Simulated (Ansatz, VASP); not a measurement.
**Two plane-wave programs on Rh**

```
Rh
1.0
     0.00000    1.91589    1.83925
     1.91589    0.00000    1.83925
     1.91589    1.91589    0.00000
Rh
1
Direct
  0.00000 0.00000 0.00000
```

Alike in both runs: task single point; functional PBEsol; k mesh 30 × 30 × 30; occupations gaussian, width 0.15 eV; no spin polarisation.

|  | VASP | Ansatz |
| --- | --- | --- |
| version | VASP 6.6.1 | Ansatz 0.2.0 |
| potentials or method | VASP PAW PBE potentials, release 64 (Rh_pv), cutoff 520 eV | scalar-relativistic, plane waves, PAW |
| valence electrons in the cell | 15 | 17 |

Ansatz gave:

- gap on the k mesh at the Fermi level (eV): none
- pressure (GPa): 0.3
- traceless stress, the component that is largest in VASP (GPa): 6.85

Problem. What did VASP give for the same quantities?

Solution. gap on the k mesh at the Fermi level (eV): none; pressure (GPa): 0.1; traceless stress, the component that is largest in VASP (GPa): 6.83.

VASP's potentials were made for PBE, not for PBEsol. A gap of «none» marks a metal or a gap that the smearing closes. VASP's potentials hold 15 valence electrons a cell and Ansatz's 17, so a difference there can come from the potentials and not from the codes.
